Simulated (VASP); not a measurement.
Re:

```
Re
1.0
     2.76639    0.00000    0.00000
    -1.38319    2.39576    0.00000
     0.00000    0.00000    8.93885
Re
4
Cartesian
  0.0000 0.0000 0.0000
  0.0000 1.5972 2.2347
  0.0000 0.0000 4.4694
  1.3832 0.7986 6.7041
```

| Quantity | Value |
| --- | --- |
| Program | VASP 6.6.1 |
| Task | relaxation of cell and atoms |
| Functional | PBEsol |
| Potentials or basis | VASP PAW PBE potentials, release 64 (Re) |
| Cutoff | 600 eV |
| k mesh | 9 × 9 × 2 |
| Occupations | gaussian, width 0.1 eV |
| Spin | no spin polarisation |

At the start: pressure -6.4 GPa; volume 14.81 Å³/atom.

**Question.** How do energy, volume and symmetry change on relaxing?

**Answer.** Over 4 steps the energy falls by 5.1 meV/atom and the volume is 14.57 Å³/atom (-1.7 %); space group P6_3/mmc (No. 194, to 0.1 Å) before and after.

Step by step:
```tsv
step	energy change (eV)	largest force (eV/Å)	pressure (GPa)	volume (Å³)
1	0.0000	0.0000	-6.39	59.24
2	0.3608	0.0000	33.05	54.32
3	-0.0202	0.0000	-0.20	58.29
4	-0.0202	0.0000	0.04	58.27
```

Final structure:
```xyz
4
Lattice="2.7518 0.0000 0.0000 -1.3759 2.3831 0.0000 0.0000 0.0000 8.8849" Properties=species:S:1:pos:R:3 pbc="T T T"
Re    2.7518    0.0000    0.0000
Re    0.0000    1.5887    2.2212
Re    2.7518    0.0000    4.4425
Re    1.3759    0.7944    6.6637
```

Caveat: the highest band is partly filled, so the run has too few bands; the PAW data sets were made with another functional, which shifts forces and pressure a little.
